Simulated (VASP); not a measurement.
Li2Se, 3 atoms in the cell. Symmetry: Fm-3m, No. 225, cubic system. Conventional cell: a = 5.987 Å, b = 5.987 Å, c = 5.987 Å, α = 90.00°, β = 90.00°, γ = 90.00°. Within 3.4 Å of Li (site symmetry -43m) lie 4 Se at 2.59 Å and 6 Li at 2.99 Å. Within 3.4 Å of Se (site symmetry m-3m) lie 8 Li at 2.59 Å. 

```yaml
Program: VASP 6.6.1
Task: single point
Functional: PBE
Potentials_or_basis: VASP PAW PBE potentials, release 64 (Li_sv, Se)
Cutoff: 750 eV
k_mesh: 8 × 8 × 8
Occupations: gaussian, width 0.01 eV
Spin: no spin polarisation
Dipole_correction: no
Further_INCAR_settings: ALGO = Normal; EDIFF = 1e-06; NBANDS = 13
```

Potentials or basis: VASP PAW PBE potentials, release 64 (Li_sv, Se).

Command:

```console
$ cat potpaw_PBE.64/Li_sv/POTCAR potpaw_PBE.64/Se/POTCAR > POTCAR
$ mpirun -np 1 vasp_std > vasp.out
```

Hardware: 1 thread of Intel(R) Xeon(R) 6975P-C (Granite Rapids) (shared host).

How long does it take, and how much memory?

Run time: 18 s on 1 thread of Intel(R) Xeon(R) 6975P-C (Granite Rapids), with other jobs on the host, peak memory 0.24 GiB. Counts: scf iterations 14, k points 29.
